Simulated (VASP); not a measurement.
# CdSb2C (P-4m2) in VASP: a series of runs

CdSb2C is run at these levels: PBE, r2SCAN; tasks: single point, relaxation of cell and atoms.

Everything below comes from runs of VASP 6.6.1. Logs are shortened: lines on timing, memory, paths and dates and some standing lists are left out, and cuts for length are marked.

**1. The cell of the first run**

Symmetry: P-4m2, No. 115, tetragonal system. The conventional cell has a = 3.833 Å, b = 3.833 Å, c = 6.604 Å, α = 90.00°, β = 90.00°, γ = 90.00°. Within 3.7 Å of Cd (site symmetry -4m2) lie 4 Sb at 2.81 Å. Within 3.0 Å of Sb (site symmetry 2mm) lie 2 C at 2.29 Å and 2 Cd at 2.81 Å. Within 3.0 Å of C (site symmetry -4m2) lie 4 Sb at 2.29 Å.

**2. Single point, PBE**

Input file INCAR:

```
PREC = Accurate
ENCUT = 520
EDIFF = 1E-6
ISMEAR = -1
SIGMA = 0.02
LREAL = F
LASPH = T
NELM = 100
ALGO = Normal
ISIF = 2
LWAVE = F
LCHARG = F
GGA = PE
NBANDS = 21
```

Input file KPOINTS:

```
regular mesh
0
Gamma
  6 6 4
```

Input file POSCAR:

```
CdSb2C
1.0
    3.8334338751      0.0000000000      0.0000000000
    0.0000000000      3.8334338751      0.0000000000
    0.0000000000      0.0000000000      6.6035400609
Cd Sb C
1 2 1
Direct
    0.0000000000      0.0000000000      0.0000000000
    0.0000000000      0.5000000000      0.3114037673
    0.5000000000      0.0000000000      0.6885962327
    0.5000000000      0.5000000000      0.5000000000
```

Potentials or basis: VASP PAW PBE potentials, release 64 (Cd, Sb, C).

Launch:

```
$ cat potpaw_PBE.64/Cd/POTCAR potpaw_PBE.64/Sb/POTCAR potpaw_PBE.64/C/POTCAR > POTCAR
$ mpirun -np 1 vasp_std > vasp.out
```

OUTCAR:

```text
PREC = Accurate
   ENCUT = 520
   EDIFF = 1E-6
   ISMEAR = -1
   LREAL = F
   LASPH = T
   NELM = 100
   ISIF = 2
   GGA = PE

 ion  position               nearest neighbor table
   1  0.000  0.000  0.000-   2 2.81   3 2.81   2 2.81   3 2.81
   2  0.000  0.500  0.311-   4 2.29   4 2.29   1 2.81   1 2.81   3 3.68   3 3.68   3 3.68   3 3.68

   3  0.500  0.000  0.689-   4 2.29   4 2.29   1 2.81   1 2.81   2 3.68   2 3.68   2 3.68   2 3.68

   4  0.500  0.500  0.500-   2 2.29   3 2.29   3 2.29   2 2.29

  LATTYP: Found a simple tetragonal cell.
 ALAT       =     3.8334338751
 C/A-ratio  =     1.7226174433

  Lattice vectors:

 A1 = (   3.8334338751,   0.0000000000,   0.0000000000)
 A2 = (   0.0000000000,   3.8334338751,   0.0000000000)
 A3 = (   0.0000000000,   0.0000000000,   6.6035400609)

Analysis of symmetry for initial positions (statically):
=====================================================================
 Subroutine PRICEL returns:
 Original cell was already a primitive cell.

 Routine SETGRP: Setting up the symmetry group for a
 simple tetragonal supercell.

 Subroutine GETGRP returns: Found  8 space group operations
 (whereof  8 operations were pure point group operations)
 out of a pool of 16 trial point group operations.

The static configuration has the point symmetry D_2d.

Analysis of symmetry for dynamics (positions and initial velocities):
=====================================================================
 Subroutine PRICEL returns:
 Original cell was already a primitive cell.

 Routine SETGRP: Setting up the symmetry group for a
 simple tetragonal supercell.

 Subroutine GETGRP returns: Found  8 space group operations
 (whereof  8 operations were pure point group operations)
 out of a pool of 16 trial point group operations.

The dynamic configuration has the point symmetry D_2d.

 Subroutine INISYM returns: Found  8 space group operations
 (whereof  8 operations are pure point group operations),
 and found     1 'primitive' translations

----------------------------------------------------------------------------------------

                                     Primitive cell

  volume of cell :      97.0404

  direct lattice vectors                    reciprocal lattice vectors
     3.833433875  0.000000000  0.000000000     0.260862723  0.000000000  0.000000000
     0.000000000  3.833433875  0.000000000     0.000000000  0.260862723  0.000000000
     0.000000000  0.000000000  6.603540061     0.000000000  0.000000000  0.151433926

  length of vectors
     3.833433875  3.833433875  6.603540061     0.260862723  0.260862723  0.151433926

  position of ions in fractional coordinates (direct lattice)
     0.000000000  0.000000000  0.000000000
     0.000000000  0.500000000  0.311403767
     0.500000000  0.000000000  0.688596233
     0.500000000  0.500000000  0.500000000

  ion indices of the primitive-cell ions
   primitive index   ion index
                 1           1
                 2           2
                 3           3
                 4           4

----------------------------------------------------------------------------------------

 KPOINTS: regular mesh

Automatic generation of k-mesh.
 Grid dimensions read from file:
 generate k-points for:    6    6    4

 Generating k-lattice:

  Cartesian coordinates                     Fractional coordinates (reciprocal lattice)
     0.043477121  0.000000000  0.000000000     0.166666667  0.000000000  0.000000000
     0.000000000  0.043477121  0.000000000     0.000000000  0.166666667  0.000000000
     0.000000000  0.000000000  0.037858482     0.000000000  0.000000000  0.250000000

  Length of vectors
     0.043477121  0.043477121  0.037858482

  Shift w.r.t. Gamma in fractional coordinates (k-lattice)
     0.000000000  0.000000000  0.000000000

 Subroutine IBZKPT returns following result:
 ===========================================

 Found     30 irreducible k-points:

 Following reciprocal coordinates:
            Coordinates               Weight
  0.000000  0.000000  0.000000      1.000000
  0.166667  0.000000  0.000000      4.000000
  0.333333  0.000000  0.000000      4.000000
  0.500000  0.000000  0.000000      2.000000
  0.166667  0.166667  0.000000      4.000000
  0.333333  0.166667  0.000000      8.000000
[... 16 lines left out ...]
  0.333333  0.000000  0.500000      4.000000
  0.500000  0.000000  0.500000      2.000000
 [... further k-points ...]
   k-points           NKPTS =     30   k-points in BZ     NKDIM =     30   number of bands    NBANDS=     21
   number of dos      NEDOS =    301   number of ions     NIONS =      4
   total plane-waves  NPLWV =  45000
   dimension x,y,z NGX =    30 NGY =   30 NGZ =   50
   dimension x,y,z NGXF=    60 NGYF=   60 NGZF=  100
   ions per type =               1   2   1
   NGX,Y,Z   is equivalent  to a cutoff of  13.01, 13.01, 12.59 a.u.
   NGXF,Y,Z  is equivalent  to a cutoff of  26.02, 26.02, 25.18 a.u.
 SYSTEM =  unknown system
   PREC   = accura    normal or accurate (medium, high low for compatibility)
   ISTART =      0    job   : 0-new  1-cont  2-samecut
   ICHARG =      2    charge: 1-file 2-atom 10-const
   ISPIN  =      1    spin polarized calculation?
   LNONCOLLINEAR =      F non collinear calculations
   LSORBIT =      F    spin-orbit coupling
   LASPH  =      T    aspherical Exc in radial PAW
   ENCUT  =  520.0 eV  38.22 Ry    6.18 a.u.   7.13  7.13 12.28*2*pi/ulx,y,z
   NELM   =    100;   NELMIN=  2; NELMDL= -5     # of ELM steps
   EDIFF  = 0.1E-05   stopping-criterion for ELM
   LREAL  =      F    real-space projection
   EDIFFG = 0.1E-04   stopping-criterion for IOM
   NSW    =      0    number of steps for IOM
   IBRION =     -1    ionic relax: 0-MD 1-quasi-New 2-CG
   NFREE  =      0    steps in history (QN), initial steepest desc. (CG)
   ISIF   =      2    stress and relaxation
   ISYM   =      2    0-nonsym 1-usesym 2-fastsym
   POTIM  = 0.5000    time-step for ionic-motion
   TEBEG  =    0.0;   TEEND  =   0.0 temperature during run
   PSTRESS=    0.0 pullay stress
   NELECT =      26.0000    total number of electrons
   NUPDOWN=      -1.0000    fix difference up-down
   EMIN   =  10.00;   EMAX   =-10.00  energy-range for DOS
   EFERMI =   0.00;   METHOD = LEGACY
   ISMEAR =    -1;   SIGMA  =   0.02  broadening in eV -4-tet -1-fermi 0-gaus
   EFERMI_NEDOS =   21; number of points for ismear=-14 and -15
   IALGO  =     38    algorithm
   IMIX   =      4    mixing-type and parameters
     AMIX     =   0.40;   BMIX     =  1.00
     AMIX_MAG =   1.60;   BMIX_MAG =  1.00
  volume/ion in A,a.u.               =      24.26       163.72
  Fermi-wavevector in a.u.,A,eV,Ry     =   1.055395  1.994407 15.154966  1.113859
  Thomas-Fermi vector in A             =   2.190592
   LORBIT       =      0    0 simple, 1 ext, 2 COOP (PROOUT), +10 PAW based schemes
   GGA     = PE    functional components
   LHFCALC =     F    Hartree Fock is set to
   AEXX    =    0.0000 exact exchange contribution
   IVDW    =     0    specifies the selected vdW correction
   LEPSILON=     F    determine dielectric tensor
   LRPA    =     F    only Hartree local field effects (RPA)
 non-spin polarized calculation
  energy-cutoff  :      520.00
  volume of cell :       97.04
 maximum number of plane-waves:      2633
 NGX is ok and might be reduce to    30
   NGX = 15   NGY = 15   NGZ = 25

 number of electron      25.9999997 magnetization

 Free energy of the ion-electron system (eV)
  ---------------------------------------------------
  ext. energy  EPLUGINS =         0.00000000
  ---------------------------------------------------
  free energy    TOTEN  =       -14.99935635 eV

  energy without entropy =      -14.99567837  energy(sigma->0) =      -14.99751736

 E-fermi :   5.6127     XC(G=0):  -9.5967

 val. band max:        5.6009293044   @ k =   0.1667   0.1667   0.0000
 cond. band min:       5.6247990696   @ k =   0.1667   0.1667   0.2500
 fundamental gap:      0.0238697652
 Fermi energy:         5.6127282514

 k-point     1 :       0.0000    0.0000    0.0000
  band No.  band energies     occupation
      1      -8.3328      2.00000
      2      -4.6891      2.00000
      3      -3.6438      2.00000
      4      -3.6438      2.00000
      5      -3.6438      2.00000
      6      -3.4627      2.00000
[... 13 lines left out ...]
     20      11.9778      0.00000
     21      13.0347      0.00000

 k-point     2 :       0.1667    0.0000    0.0000
  band No.  band energies     occupation
      1      -8.1240      2.00000
      2      -4.6813      2.00000
      3      -3.7164      2.00000
      4      -3.6539      2.00000
      5      -3.6395      2.00000
      6      -3.4829      2.00000
[... 13 lines left out ...]
     20      12.4678      0.00000
     21      12.9159      0.00000

 k-point     3 :       0.3333    0.0000    0.0000
  band No.  band energies     occupation
      1      -7.5767      2.00000
      2      -4.7930      2.00000
      3      -3.9313      2.00000
      4      -3.7091      2.00000
      5      -3.6310      2.00000
      6      -3.5229      2.00000
[... 13 lines left out ...]
     20      12.1965      0.00000
     21      12.6748      0.00000

 k-point     4 :       0.5000    0.0000    0.0000
  band No.  band energies     occupation
      1      -7.1605      2.00000
      2      -5.0605      2.00000
      3      -4.1335      2.00000
      4      -3.7177      2.00000
      5      -3.6267      2.00000
      6      -3.5426      2.00000
[... 13 lines left out ...]
     20      11.1033      0.00000
     21      12.5187      0.00000

 k-point     5 :       0.1667    0.1667    0.0000
  band No.  band energies     occupation
      1      -7.9143      2.00000
      2      -4.6558      2.00000
      3      -3.7517      2.00000
      4      -3.6591      2.00000
      5      -3.6456      2.00000
      6      -3.5051      2.00000
[... 13 lines left out ...]
     20      11.5677      0.00000
     21      13.1365      0.00000
[... 382 lines left out ...]
     20      10.6321      0.00000
     21      12.8146      0.00000

 k-point    22 :       0.1667    0.0000    0.5000
  band No.  band energies     occupation
      1      -8.0561      2.00000
      2      -4.9866      2.00000
      3      -3.8646      2.00000
      4      -3.6812      2.00000
      5      -3.6448      2.00000
      6      -3.4989      2.00000
[... 13 lines left out ...]
     20      11.5053      0.00000
     21      12.4234      0.00000

 k-point    23 :       0.3333    0.0000    0.5000
  band No.  band energies     occupation
      1      -7.5404      2.00000
      2      -4.8739      2.00000
      3      -3.8777      2.00000
      4      -3.6938      2.00000
      5      -3.6336      2.00000
      6      -3.5224      2.00000
[... 13 lines left out ...]
     20      11.8596      0.00000
     21      11.9797      0.00000

 k-point    24 :       0.5000    0.0000    0.5000
  band No.  band energies     occupation
      1      -7.1674      2.00000
      2      -4.9657      2.00000
      3      -3.9624      2.00000
      4      -3.6912      2.00000
      5      -3.6280      2.00000
      6      -3.5420      2.00000
[... 13 lines left out ...]
     20      11.6377      0.00000
     21      12.2253      0.00000

 [... further k-points ...]
[... 5 lines left out ...]
  --------------------------------------------------------------------------------------
  -------------------------------------------------------------------------------------
  Total        0.8749061      0.8749061      1.2003813      0.0000000      0.0000000      0.0000000
  in kB       14.4450570     14.4450570     19.8187858      0.0000000      0.0000000      0.0000000
  external PRESSURE =      16.2362999 kB  Pullay stress =       0.0000000 kB

 VOLUME and BASIS-vectors are now :
 -----------------------------------------------------------------------------
  energy-cutoff  :      520.00
  volume of cell :       97.04
      direct lattice vectors                 reciprocal lattice vectors
     3.833433875  0.000000000  0.000000000     0.260862723  0.000000000  0.000000000
     0.000000000  3.833433875  0.000000000     0.000000000  0.260862723  0.000000000
     0.000000000  0.000000000  6.603540061     0.000000000  0.000000000  0.151433926

 POSITION                                       TOTAL-FORCE (eV/Angst)
 -----------------------------------------------------------------------------------
      0.00000      0.00000      0.00000        -0.000000     -0.000000      0.000000
      0.00000      1.91672      2.05637         0.000000     -0.000000      0.128105
      1.91672      0.00000      4.54717         0.000000     -0.000000     -0.128105
      1.91672      1.91672      3.30177         0.000000      0.000000      0.000000
 -----------------------------------------------------------------------------------
    total drift:                                0.000000     -0.000000      0.000000

  FREE ENERGIE OF THE ION-ELECTRON SYSTEM (eV)
  ---------------------------------------------------
  free  energy   TOTEN  =       -14.9993563463 eV

  energy  without entropy=      -14.9956783674  energy(sigma->0) =      -14.99751736
```

Run time: 32 s. Hardware: 1 thread of Intel Xeon 6975P-C (Granite Rapids), shared host; peak memory 0.23 GiB.

What came out:

```
Free energy            : -14.9994 eV
Pressure               : 1.6 GPa
Largest force          : 0.128 eV/Å
Band gap on the k mesh : zero (band 13 reaches 5.99 eV, above the bottom of band 14 at 5.39 eV)
```

Forces on the atoms (eV/Å):
```
Cd   0.000  0.000  0.000
Sb   0.000  0.000  0.128
Sb   0.000  0.000 -0.128
C    0.000  0.000  0.000
```

Levels at points of the mesh, in eV from the Fermi level:
| k point | band 9 | band 10 | band 11 | band 12 | band 13 | band 14 | band 15 | band 16 | band 17 | band 18 |
| --- | --- | --- | --- | --- | --- | --- | --- | --- | --- | --- |
| (0.00, 0.00, 0.00) | -4.04 | -4.04 | -2.22 | -1.39 | 0.38 | 1.18 | 1.18 | 2.44 | 2.95 | 2.95 |
| (0.50, 0.00, 0.00) | -4.90 | -4.35 | -3.89 | -3.44 | 0.02 | 0.76 | 2.09 | 2.27 | 4.09 | 5.04 |
| (0.50, 0.50, 0.00) | -4.79 | -4.74 | -3.36 | -3.36 | -2.36 | 0.40 | 0.78 | 1.09 | 1.09 | 4.81 |
| (0.00, 0.00, 0.50) | -4.26 | -3.94 | -3.94 | -0.62 | 0.08 | 0.43 | 0.43 | 4.15 | 4.23 | 4.23 |
| (0.50, 0.00, 0.50) | -6.07 | -3.44 | -2.60 | -2.05 | -1.20 | 0.74 | 0.85 | 1.94 | 3.62 | 4.01 |
| (0.50, 0.50, 0.50) | -4.83 | -4.10 | -3.86 | -3.71 | -3.71 | 1.87 | 2.59 | 2.59 | 2.86 | 3.54 |

Caveat: spin-orbit coupling is left out, which moves the levels of the heavy elements.

**3. Single point, r2SCAN**

POSCAR is that of step 2.

Input file INCAR.step1:

```
SYSTEM = CdSb2C
ALGO     = Normal         ! electronic algorithm
EDIFF    = 1E-4           ! SCF threshold, eV
ENCUT    = 520            ! plane-wave cutoff, eV
GGA      = PE             ! functional
ISMEAR   = -1             ! smearing method
LASPH    = .True.         ! aspherical terms in the spheres
LCHARG   = .False.        ! write CHGCAR
LREAL    = .False.        ! projectors in reciprocal space
LWAVE    = .True.         ! write WAVECAR
NBANDS   = 21             ! bands
NELM     = 100            ! most SCF steps
PREC     = Accurate       ! precision mode
SIGMA    = 0.02           ! smearing width, eV
```

Input file INCAR.step2:

```
SYSTEM = CdSb2C
ALGO     = Normal         ! electronic algorithm
EDIFF    = 1E-6           ! SCF threshold, eV
ENCUT    = 520            ! plane-wave cutoff, eV
ISIF     = 2              ! what is computed and relaxed
ISMEAR   = -1             ! smearing method
ISTART   = 1            
LASPH    = .True.         ! aspherical terms in the spheres
LCHARG   = .False.        ! write CHGCAR
LMIXTAU  = .True.       
LREAL    = .False.        ! projectors in reciprocal space
LWAVE    = .False.        ! write WAVECAR
METAGGA  = R2SCAN         ! meta-GGA
NBANDS   = 21             ! bands
NELM     = 100            ! most SCF steps
PREC     = Accurate       ! precision mode
SIGMA    = 0.02           ! smearing width, eV
```

Input file KPOINTS:

```
k-points
0
Gamma
  6 6 4
  0 0 0
```

Potentials or basis: VASP PAW PBE potentials, release 64 (Cd, Sb, C).

Launch:

```
$ cat potpaw_PBE.64/Cd/POTCAR potpaw_PBE.64/Sb/POTCAR potpaw_PBE.64/C/POTCAR > POTCAR
$ cp INCAR.step1 INCAR
$ mpirun -np 1 vasp_std > vasp.out
$ cp INCAR.step2 INCAR
$ mpirun -np 1 vasp_std > vasp.out
```

Wall time 97 s (1 thread of Intel Xeon 6975P-C (Granite Rapids), shared host); peak memory 0.25 GiB.

The run converged. Its results:

| Property | Result |
| --- | --- |
| Free energy | -78.1791 eV |
| Pressure | 0.2 GPa |
| Largest force | 0.023 eV/Å |
| Band gap on the k mesh | zero (band 13 reaches 6.05 eV, above the bottom of band 14 at 5.40 eV) |

Forces on the atoms (eV/Å):
```
Cd   0.000  0.000  0.000
Sb   0.000  0.000 -0.023
Sb   0.000  0.000  0.023
C    0.000  0.000  0.000
```

Levels at points of the mesh, in eV from the Fermi level:
```csv
k point,band 10,band 11,band 12,band 13,band 14,band 15,band 16,band 17
"(0.00, 0.00, 0.00)",-4.32,-2.27,-1.57,0.45,1.16,1.16,2.76,3.06
"(0.50, 0.00, 0.00)",-4.56,-4.13,-3.70,0.04,0.71,2.19,2.46,4.26
"(0.50, 0.50, 0.00)",-5.00,-3.60,-3.60,-2.61,0.57,0.82,1.23,1.23
"(0.00, 0.00, 0.50)",-4.22,-4.22,-0.64,0.13,0.37,0.37,4.41,4.42
"(0.50, 0.00, 0.50)",-3.70,-2.81,-2.26,-1.22,0.80,0.92,2.02,3.89
"(0.50, 0.50, 0.50)",-4.37,-4.08,-3.95,-3.95,1.95,2.81,2.81,3.00
```

Caveat: the PAW data sets were made with another functional, which shifts forces and pressure a little; spin-orbit coupling is left out, which moves the levels of the heavy elements.

(Part 1 of 2 ends here.)
